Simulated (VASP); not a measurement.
# Ir (P6_3/mmc) in VASP: further runs

Runs on Ir. Level: BLYP. Tasks: single point.

All numbers are computed with VASP 6.6.1; they aren't measurements. Logs are shortened: lines on timing, memory, paths and dates and some standing lists are left out, and cuts for length are marked.

## Step 1: The cell of the first run

The structure is hexagonal, space group P6_3/mmc (No. 194). Conventional cell: a = 2.786 Å, b = 2.786 Å, c = 9.102 Å, α = 90.00°, β = 90.00°, γ = 120.00°. Within 3.7 Å of Ir (site symmetry -3m) lie 12 Ir at 2.79 Å. Within 3.7 Å of Ir (site symmetry -6m2) lie 12 Ir at 2.79 Å.

## Step 2: Single point, BLYP

File INCAR:

```
  PREC = Accurate
  ENCUT = 520
  EDIFF = 1E-6
  ISMEAR = -1
  SIGMA = 0.1
  LREAL = False
  LASPH = True
  NELM = 60
  ALGO = Normal
  ISIF = 2
  LWAVE = False
  LCHARG = True
  GGA = B5
  ALDAX = 1.0
  AGGAX = 1.0
  AGGAC = 1.0
  ALDAC = 0.0
  LELF = True
  LVHAR = True
  NBANDS = 26
```

File KPOINTS:

```
Automatic mesh
0
Gamma
  13 13 4
```

File POSCAR:

```
Ir
1.0
    2.7855558338      0.0000000000      0.0000000000
   -1.3927779169      2.4123621157      0.0000000000
    0.0000000000      0.0000000000      9.1023465597
Ir
4
Direct
    1.0000000000      1.0000000000      1.0000000000
    1.0000000000      1.0000000000      0.5000000000
    0.3333333333      0.6666666667      0.2500000000
    0.6666666667      0.3333333333      0.7500000000
```

Potentials or basis: VASP PAW PBE potentials, release 64 (Ir).

Launch:

```console
$ cat potpaw_PBE.64/Ir/POTCAR > POTCAR
$ mpirun -np 1 vasp_std > vasp.out
```

OUTCAR:

```text
PREC = Accurate
   ENCUT = 520
   EDIFF = 1E-6
   ISMEAR = -1
   LREAL = False
   LASPH = True
   NELM = 60
   ISIF = 2
   GGA = B5

 ion  position               nearest neighbor table
   1  0.000  0.000  0.000-   3 2.79   4 2.79   3 2.79   4 2.79   4 2.79   3 2.79
   2  0.000  0.000  0.500-   3 2.79   4 2.79   3 2.79   4 2.79   4 2.79   3 2.79
   3  0.333  0.667  0.250-   1 2.79   2 2.79   1 2.79   2 2.79   1 2.79   2 2.79
   4  0.667  0.333  0.750-   1 2.79   2 2.79   1 2.79   2 2.79   1 2.79   2 2.79

  LATTYP: Found a hexagonal cell.
 ALAT       =     2.7855558338
 C/A-ratio  =     3.2676948885

  Lattice vectors:

 A1 = (   2.7855558338,   0.0000000000,   0.0000000000)
 A2 = (  -1.3927779169,   2.4123621157,   0.0000000000)
 A3 = (   0.0000000000,   0.0000000000,   9.1023465597)

Analysis of symmetry for initial positions (statically):
=====================================================================
 Subroutine PRICEL returns:
 Original cell was already a primitive cell.

 Routine SETGRP: Setting up the symmetry group for a
 hexagonal supercell.

 Subroutine GETGRP returns: Found 24 space group operations
 (whereof 12 operations were pure point group operations)
 out of a pool of 24 trial point group operations.

The static configuration has the point symmetry D_3d.
 The point group associated with its full space group is D_6h.

Analysis of symmetry for dynamics (positions and initial velocities):
=====================================================================
 Subroutine PRICEL returns:
 Original cell was already a primitive cell.

 Routine SETGRP: Setting up the symmetry group for a
 hexagonal supercell.

 Subroutine GETGRP returns: Found 24 space group operations
 (whereof 12 operations were pure point group operations)
 out of a pool of 24 trial point group operations.

The dynamic configuration has the point symmetry D_3d.
 The point group associated with its full space group is D_6h.

 Subroutine INISYM returns: Found 24 space group operations
 (whereof 12 operations are pure point group operations),
 and found     1 'primitive' translations

----------------------------------------------------------------------------------------

                                     Primitive cell

  volume of cell :      61.1657

  direct lattice vectors                    reciprocal lattice vectors
     2.785555834  0.000000000  0.000000000     0.358994779  0.207265732  0.000000000
    -1.392777917  2.412362116  0.000000000     0.000000000  0.414531464  0.000000000
     0.000000000  0.000000000  9.102346560     0.000000000  0.000000000  0.109861781

  length of vectors
     2.785555834  2.785555834  9.102346560     0.414531464  0.414531464  0.109861781

  position of ions in fractional coordinates (direct lattice)
     0.000000000  0.000000000  0.000000000
     0.000000000  0.000000000  0.500000000
     0.333333333  0.666666667  0.250000000
     0.666666667  0.333333333  0.750000000

  ion indices of the primitive-cell ions
   primitive index   ion index
                 1           1
                 2           2
                 3           3
                 4           4

----------------------------------------------------------------------------------------

 KPOINTS: Automatic mesh

Automatic generation of k-mesh.
 Grid dimensions read from file:
 generate k-points for:   13   13    4

 Generating k-lattice:

  Cartesian coordinates                     Fractional coordinates (reciprocal lattice)
     0.027614983  0.015943518  0.000000000     0.076923077  0.000000000  0.000000000
     0.000000000  0.031887036  0.000000000     0.000000000  0.076923077  0.000000000
     0.000000000  0.000000000  0.027465445     0.000000000  0.000000000  0.250000000

  Length of vectors
     0.031887036  0.031887036  0.027465445

  Shift w.r.t. Gamma in fractional coordinates (k-lattice)
     0.000000000  0.000000000  0.000000000

 Subroutine IBZKPT returns following result:
 ===========================================

 Found     63 irreducible k-points:

 Following reciprocal coordinates:
            Coordinates               Weight
  0.000000  0.000000  0.000000      1.000000
  0.076923 -0.000000  0.000000      6.000000
  0.153846  0.000000  0.000000      6.000000
  0.230769  0.000000  0.000000      6.000000
  0.307692  0.000000  0.000000      6.000000
  0.384615 -0.000000  0.000000      6.000000
[... 16 lines left out ...]
  0.076923 -0.000000  0.250000     12.000000
  0.153846  0.000000  0.250000     12.000000
 [... further k-points ...]
   k-points           NKPTS =     63   k-points in BZ     NKDIM =     63   number of bands    NBANDS=     26
   number of dos      NEDOS =    301   number of ions     NIONS =      4
   total plane-waves  NPLWV =  40320
   dimension x,y,z NGX =    24 NGY =   24 NGZ =   70
   dimension x,y,z NGXF=    48 NGYF=   48 NGZF=  140
   ions per type =               4
   NGX,Y,Z   is equivalent  to a cutoff of  14.32, 14.32, 12.78 a.u.
   NGXF,Y,Z  is equivalent  to a cutoff of  28.65, 28.65, 25.57 a.u.
 SYSTEM =  unknown system
   PREC   = accura    normal or accurate (medium, high low for compatibility)
   ISTART =      0    job   : 0-new  1-cont  2-samecut
   ICHARG =      2    charge: 1-file 2-atom 10-const
   ISPIN  =      1    spin polarized calculation?
   LNONCOLLINEAR =      F non collinear calculations
   LSORBIT =      F    spin-orbit coupling
   LASPH  =      T    aspherical Exc in radial PAW
   ENCUT  =  520.0 eV  38.22 Ry    6.18 a.u.   5.18  5.18 16.92*2*pi/ulx,y,z
   NELM   =     60;   NELMIN=  2; NELMDL= -5     # of ELM steps
   EDIFF  = 0.1E-05   stopping-criterion for ELM
   LREAL  =      F    real-space projection
   EDIFFG = 0.1E-04   stopping-criterion for IOM
   NSW    =      0    number of steps for IOM
   IBRION =     -1    ionic relax: 0-MD 1-quasi-New 2-CG
   NFREE  =      0    steps in history (QN), initial steepest desc. (CG)
   ISIF   =      2    stress and relaxation
   ISYM   =      2    0-nonsym 1-usesym 2-fastsym
   POTIM  = 0.5000    time-step for ionic-motion
   TEBEG  =    0.0;   TEEND  =   0.0 temperature during run
   PSTRESS=    0.0 pullay stress
   NELECT =      36.0000    total number of electrons
   NUPDOWN=      -1.0000    fix difference up-down
   EMIN   =  10.00;   EMAX   =-10.00  energy-range for DOS
   EFERMI =   0.00;   METHOD = LEGACY
   ISMEAR =    -1;   SIGMA  =   0.10  broadening in eV -4-tet -1-fermi 0-gaus
   EFERMI_NEDOS =   21; number of points for ismear=-14 and -15
   IALGO  =     38    algorithm
   IMIX   =      4    mixing-type and parameters
     AMIX     =   0.40;   BMIX     =  1.00
     AMIX_MAG =   1.60;   BMIX_MAG =  1.00
  volume/ion in A,a.u.               =      15.29       103.19
  Fermi-wavevector in a.u.,A,eV,Ry     =   1.371955  2.592618 25.609696  1.882260
  Thomas-Fermi vector in A             =   2.497605
   LORBIT       =      0    0 simple, 1 ext, 2 COOP (PROOUT), +10 PAW based schemes
   GGA     = B5    functional components
   LHFCALC =     F    Hartree Fock is set to
   AEXX    =    0.0000 exact exchange contribution
   IVDW    =     0    specifies the selected vdW correction
   LEPSILON=     F    determine dielectric tensor
   LRPA    =     F    only Hartree local field effects (RPA)
 non-spin polarized calculation
  energy-cutoff  :      520.00
  volume of cell :       61.17
 maximum number of plane-waves:      1665
 NGX is ok and might be reduce to    24
   NGX = 11   NGY = 11   NGZ = 33

 number of electron      36.0000001 magnetization

 Free energy of the ion-electron system (eV)
  ---------------------------------------------------
  ext. energy  EPLUGINS =         0.00000000
  ---------------------------------------------------
  free energy    TOTEN  =       -29.72856758 eV

  energy without entropy =      -29.57154464  energy(sigma->0) =      -29.65005611

 E-fermi :   9.7148     XC(G=0): -12.8256

 val. band max:        9.7086740985   @ k =   0.3846   0.1538   0.0000
 cond. band min:       9.7254021856   @ k =   0.3846   0.2308   0.2500
 fundamental gap:      0.0167280871
 Fermi energy:         9.7148217628

 k-point     1 :       0.0000    0.0000    0.0000
  band No.  band energies     occupation
      1      -0.4253      2.00000
      2       1.6252      2.00000
      3       1.6508      2.00000
      4       2.4449      2.00000
      5       5.8347      2.00000
      6       5.8702      2.00000
[... 18 lines left out ...]
     25      16.1688      0.00000
     26      22.9053      0.00000

 k-point     2 :       0.0769   -0.0000    0.0000
  band No.  band energies     occupation
      1      -0.2093      2.00000
      2       1.8304      2.00000
      3       1.8557      2.00000
      4       2.6406      2.00000
      5       5.5661      2.00000
      6       5.7302      2.00000
[... 18 lines left out ...]
     25      16.1084      0.00000
     26      23.1526      0.00000

 k-point     3 :       0.1538    0.0000    0.0000
  band No.  band energies     occupation
      1       0.4060      2.00000
      2       2.3709      2.00000
      3       2.3953      2.00000
      4       3.1560      2.00000
      5       5.1000      2.00000
      6       5.3996      2.00000
[... 18 lines left out ...]
     25      15.9506      0.00000
     26      23.5823      0.00000

 k-point     4 :       0.2308    0.0000    0.0000
  band No.  band energies     occupation
      1       1.3022      2.00000
      2       2.9340      2.00000
      3       2.9536      2.00000
      4       3.6767      2.00000
      5       4.7573      2.00000
      6       5.0059      2.00000
[... 18 lines left out ...]
     25      15.7849      0.00000
     26      22.6128      0.00000
[... 496 lines left out ...]
      1      -0.2646      2.00000
      2       0.8866      2.00000
      3       2.1874      2.00000
      4       2.4478      2.00000
      5       5.7995      2.00000
      6       6.1405      2.00000
[... 18 lines left out ...]
     25      17.0666      0.00000
     26      21.3964      0.00000

 k-point    23 :       0.0769   -0.0000    0.2500
  band No.  band energies     occupation
      1      -0.0511      2.00000
      2       1.0885      2.00000
      3       2.3997      2.00000
      4       2.6470      2.00000
      5       5.6619      2.00000
      6       5.8939      2.00000
[... 18 lines left out ...]
     25      17.0612      0.00000
     26      21.4594      0.00000

 k-point    24 :       0.1538    0.0000    0.2500
  band No.  band energies     occupation
      1       0.5538      2.00000
      2       1.6351      2.00000
      3       2.9600      2.00000
      4       3.1733      2.00000
      5       5.2691      2.00000
      6       5.3892      2.00000
[... 18 lines left out ...]
     25      17.0956      0.00000
     26      21.5819      0.00000

 [... further k-points ...]
[... 5 lines left out ...]
  --------------------------------------------------------------------------------------
  -------------------------------------------------------------------------------------
  Total        0.8919959      0.8919959      0.8971782     -0.0000000      0.0000000      0.0000000
  in kB       23.3649966     23.3649966     23.5007400     -0.0000000      0.0000000      0.0000000
  external PRESSURE =      23.4102444 kB  Pullay stress =       0.0000000 kB

 VOLUME and BASIS-vectors are now :
 -----------------------------------------------------------------------------
  energy-cutoff  :      520.00
  volume of cell :       61.17
      direct lattice vectors                 reciprocal lattice vectors
     2.785555834  0.000000000  0.000000000     0.358994779  0.207265732  0.000000000
    -1.392777917  2.412362116  0.000000000     0.000000000  0.414531464  0.000000000
     0.000000000  0.000000000  9.102346560     0.000000000  0.000000000  0.109861781

 POSITION                                       TOTAL-FORCE (eV/Angst)
 -----------------------------------------------------------------------------------
      0.00000      0.00000      0.00000        -0.000000      0.000000     -0.000000
      0.00000      0.00000      4.55117        -0.000000      0.000000     -0.000000
     -0.00000      1.60824      2.27559        -0.000000      0.000000      0.000000
      1.39278      0.80412      6.82676         0.000000     -0.000000      0.000000
 -----------------------------------------------------------------------------------
    total drift:                               -0.000000      0.000000      0.000000

  FREE ENERGIE OF THE ION-ELECTRON SYSTEM (eV)
  ---------------------------------------------------
  free  energy   TOTEN  =       -29.7285675778 eV

  energy  without entropy=      -29.5715446385  energy(sigma->0) =      -29.65005611
```

It took 61 s on 1 thread of Intel Xeon 6975P-C (Granite Rapids), shared host; peak memory 0.21 GiB.

Results:

- Free energy: -29.7286 eV
- Pressure: 2.3 GPa
- Band gap on the k mesh: zero (band 18 reaches 10.53 eV, above the bottom of band 19 at 8.33 eV)

Caveat: the PAW data sets were made with another functional, which shifts forces and pressure a little; spin-orbit coupling is left out, which moves the levels of the heavy elements.

(Continued in part 2 of 2.)
